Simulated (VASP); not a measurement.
Runs of VASP 6.6.1 on Sc. The structure is that of space group P6_3/mmc (No. 194), or close to it. The cells are those of the table. 

```tsv
cell	gap on the mesh (eV)	pressure (GPa)
a = 3.327, b = 3.327, c = 10.629 Å, angles 90.0, 90.0, 120.0°, 4 atoms	none	(a)
a = 3.282, b = 3.282, c = 10.485 Å, angles 90.0, 90.0, 120.0°, 4 atoms	none	(b)
a = 3.371, b = 3.371, c = 10.769 Å, angles 90.0, 90.0, 120.0°, 4 atoms	none	-1.8
a = 3.414, b = 3.414, c = 10.905 Å, angles 90.0, 90.0, 120.0°, 4 atoms	none	-3.4
a = 3.188, b = 3.188, c = 10.186 Å, angles 90.0, 90.0, 120.0°, 4 atoms	none	7.8
```

Alike in all rows: task single point; level revPBE; potentials or basis VASP PAW PBE potentials, release 64 (Sc_sv); no spin polarisation; k mesh 12 × 12 × 4; cutoff (eV) 520; smearing fermi-dirac 0.1 eV.

Problem. Estimate the missing entries.

Solution. (a) 0.0; (b) 2.2.

Caveats: the PAW data sets were made with another functional, which shifts forces and pressure a little.

A gap of «none» marks levels without a gap at the run's occupations.
